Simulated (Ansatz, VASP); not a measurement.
# SnAs in VASP and in Ansatz

```
Sn As
1.0
     0.00000    2.83474    2.83474
     2.83474    0.00000    2.83474
     2.83474    2.83474    0.00000
Sn As
1 1
Cartesian
  0.0000 0.0000 0.0000
  2.8347 2.8347 2.8347
```

Alike in both runs: task single point; functional LDA; k mesh 12 × 12 × 12; occupations fermi-dirac, width 0.08 eV; no spin polarisation.

|  | VASP | Ansatz |
| --- | --- | --- |
| version | VASP 6.6.1 | Ansatz 0.2.0 |
| potentials or method | VASP PAW LDA potentials, release 64 (Sn_d, As) | PAW with Ansatz's default frozen-core files, scalar-relativistic |
| plane-wave cutoff (eV) | 520 | 420 |
| valence electrons in the cell | 19 | 29 |

VASP gave:

| Item | Value |
| --- | --- |
| pressure (GPa) | 0.2 |

Q: Which values does Ansatz return?

A: Pressure (GPa): 0.0.

LDA's correlation is that of Perdew and Zunger in VASP and of Perdew and Wang (1992) in Ansatz. VASP's potentials hold 19 valence electrons a cell and Ansatz's 29, so a difference there can come from the potentials and not from the codes. Ansatz's warnings: optics on partly filled bands.
